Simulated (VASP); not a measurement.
A run of VASP 6.6.1 is set up as follows.

Contents of INCAR:

```
SYSTEM = Al32ClO48
PREC = Accurate
ENCUT = 520
EDIFF = 1E-6
ISMEAR = -1
SIGMA = 0.01
LREAL = Auto
LASPH = .True.
NELM = 60
ALGO = Normal
ISIF = 2
LWAVE = .False.
LCHARG = .True.
GGA = PE
LELF = .True.
LVHAR = .True.
NELECT = 392.0
NBANDS = 242
```

File KPOINTS:

```
regular mesh
0
Gamma
  1 1 1
  0 0 0
```

POSCAR

```
Al32ClO48
1.0
    4.8078835200      2.7758328500      8.7484141900
   -4.8078835200      2.7758328500      8.7484141900
    0.0000000000     -5.5516656900      8.7484141900
Al O Cl
32 48 1
Direct
    0.3216223468      0.3196898956      0.3631190533
    0.4294710062      0.4344226652      0.4304026152
    0.0693727226      0.0754011548      0.0754391759
    0.1783791938      0.1780863414      0.1677063776
    0.3208038639      0.3203797688      0.8139068241
    0.4267284969      0.4345040596      0.9050315531
    0.0754939752      0.0746613843      0.5724114810
    0.1679983591      0.1729953603      0.6884273624
    0.3251111430      0.8316623083      0.3222001911
    0.4300656018      0.9273368003      0.4351413275
    0.0736687524      0.5841349460      0.0679592641
    0.1721899191      0.6817825475      0.1766302008
    0.3199740378      0.8211392574      0.8281804106
    0.4248581313      0.9268869326      0.9251919406
    0.0702078760      0.5746905636      0.5769800367
    0.1784102703      0.6793895453      0.6724567211
    0.8276003596      0.3269218406      0.3189418723
    0.9305186054      0.4291387383      0.4202923320
    0.5840558363      0.0716538636      0.0433641971
    0.6725608199      0.1659073226      0.1996713195
    0.8212855095      0.3249411221      0.8169448218
    0.9186047190      0.4263515290      0.9259564646
    0.5670613517      0.0710474633      0.5684420833
    0.6768715160      0.1776387476      0.6661032683
    0.8234882135      0.8251633789      0.3250464544
    0.9311896596      0.9263607156      0.4273894511
    0.5705685512      0.5757571128      0.0752873927
    0.6767202039      0.6800039773      0.1716201233
    0.8262045404      0.8224440499      0.8181589398
    0.9234547170      0.9319133246      0.9214804789
    0.5793188054      0.5755841059      0.5638227542
    0.6757483861      0.6747088434      0.6742110835
    0.2251608060      0.0332855253      0.3712589935
    0.4907941468      0.0856458124      0.3886206582
    0.0332543808      0.3781610311      0.2153660689
    0.3800281795      0.2027996762     -0.0054061779
    0.1233687795      0.2805181773      0.4775317590
    0.2582625304      0.5213968170      0.1025016743
    0.2194218569      0.0280176775      0.8793027283
    0.4778610889      0.1201063735      0.7670904487
    0.0200607453      0.3765074006      0.7256234636
    0.3534278943      0.2417276009      0.5572718797
    0.1175612042      0.2803459299      0.9670394426
    0.2715965452      0.4825983292      0.6231331462
    0.2187639513      0.5339300724      0.3767494143
    0.4718631653      0.6307842367      0.2779808739
    0.0284899569      0.8756637670      0.2214453602
    0.3743141750      0.7257301344      0.0280568282
    0.1270529379      0.7816694624      0.4702576913
    0.2753590358      0.9693215634      0.1266634798
    0.2200532781      0.5304033509      0.8713570725
    0.4717580775      0.6286352141      0.7704665745
    0.0305283746      0.8752514181      0.7166869415
    0.3772413791      0.7276329792      0.5229638636
    0.1126794710      0.7986274534      0.9651863056
    0.2690046550      0.9692529006      0.6348885535
    0.7456180826      0.0219639039      0.3758530159
    0.9759499310      0.1279982319      0.2750155828
    0.5277833809      0.3757645150      0.2326995181
    0.8651290224      0.2215512429      0.0326425956
    0.6295950256      0.2789619470      0.4659065288
    0.7773766200      0.4740997220      0.1224007675
    0.7312310075      0.0201886152      0.8611570905
    0.9720095534      0.1261660585      0.7760022269
    0.5220746565      0.3851374788      0.6996713174
    0.8776163508      0.2245071424      0.5237160808
    0.6422390349      0.2776413917      0.9104687833
    0.7818753070      0.4765330511      0.6155961922
    0.7253967677      0.5298175703      0.3670160105
    0.9638986447      0.6321096166      0.2782266165
    0.5304290709      0.8815409465      0.2160547527
    0.8741812734      0.7254486768      0.0247367855
    0.6309243450      0.7710797787      0.4705124999
    0.7660832449      0.9819435076      0.1256019583
    0.7138596236      0.5266254704      0.8779637583
    0.9683612128      0.6243015048      0.7780707146
    0.5263866713      0.8723035374      0.7213152686
    0.8755681162      0.7193831760      0.5307421873
    0.6247090447      0.7784197153      0.9703501986
    0.7819876951      0.9705007895      0.6224351929
    0.4044436187      0.2481035167      0.1686756421
```

Potentials or basis: VASP PAW PBE potentials, release 64 (Al, O, Cl).

The run is started by

```sh
$ cat potpaw_PBE.64/Al/POTCAR potpaw_PBE.64/O/POTCAR potpaw_PBE.64/Cl/POTCAR > POTCAR
$ mpirun -np 1 vasp_gam > vasp.out
```

Q: Estimate the largest force.

A: 1.208 eV/Å.

Forces in eV/Å, atoms in the order of the input:
```
Al   0.040 -0.006  0.093
Al  -0.009  0.017  0.008
Al  -0.009  0.019 -0.012
Al   0.034  0.021 -0.029
Al   0.036  0.058  0.016
Al  -0.085 -0.176  0.237
Al  -0.005  0.007 -0.020
Al  -0.045 -0.007  0.003
Al   0.010 -0.004 -0.027
Al   0.034  0.003  0.023
Al  -0.010  0.032  0.026
Al   0.013  0.068  0.075
Al  -0.013  0.020  0.002
Al  -0.011  0.045  0.017
Al  -0.007  0.017  0.019
Al   0.011 -0.016  0.021
Al   0.013  0.025  0.001
Al   0.011 -0.017  0.017
Al  -0.037 -0.043 -0.036
Al  -0.052  0.052 -0.142
Al  -0.016 -0.024  0.091
Al   0.005  0.015  0.040
Al   0.002  0.066 -0.164
Al   0.019  0.031 -0.137
Al   0.017  0.017  0.019
Al   0.002  0.032  0.007
Al   0.000  0.032 -0.022
Al   0.014 -0.004  0.007
Al  -0.018  0.021  0.022
Al  -0.047  0.023  0.011
Al   0.025 -0.048 -0.002
Al   0.000  0.011  0.002
O    0.026 -0.056 -0.050
O    0.114 -0.067  0.205
O    0.031  0.048  0.044
O    0.196  0.025 -0.245
O   -0.022 -0.004  0.032
O    0.077  0.368  0.082
O   -0.013  0.019 -0.001
O    0.031  0.092 -0.083
O   -0.017  0.025  0.019
O   -0.055 -0.008  0.036
O    0.000  0.024  0.001
O    0.021  0.031  0.036
O    0.001  0.032  0.009
O    0.029  0.009 -0.036
O    0.015  0.019  0.004
O   -0.017  0.049  0.049
O    0.022 -0.005 -0.008
O    0.022 -0.031 -0.045
O    0.037 -0.014  0.006
O   -0.026  0.032  0.012
O    0.001 -0.005  0.001
O    0.036 -0.017  0.002
O   -0.060  0.031  0.016
O   -0.024  0.019 -0.004
O    0.022  0.108  0.022
O    0.005  0.021  0.027
O   -0.010  0.088 -0.234
O    0.006  0.019  0.009
O   -0.031  0.071 -0.042
O   -0.005  0.002 -0.007
O   -0.070  0.100  0.092
O   -0.072 -0.005 -0.023
O    0.138 -0.085  0.127
O   -0.001  0.011 -0.018
O   -0.237 -0.470  0.491
O    0.023 -0.061 -0.022
O    0.014  0.002  0.010
O    0.095  0.049  0.016
O    0.035 -0.032 -0.012
O   -0.018  0.013  0.020
O    0.052  0.026 -0.011
O   -0.036 -0.022 -0.011
O   -0.015  0.048  0.050
O    0.008  0.012  0.030
O    0.009  0.015 -0.022
O    0.014  0.011 -0.011
O   -0.012  0.037  0.041
O    0.017  0.025  0.005
Cl  -0.277 -0.883 -0.776
```

Caveat: the k points lie up to 0.79 Å⁻¹ apart; the cell carries a net charge on a neutralising background, which shifts energy and pressure.
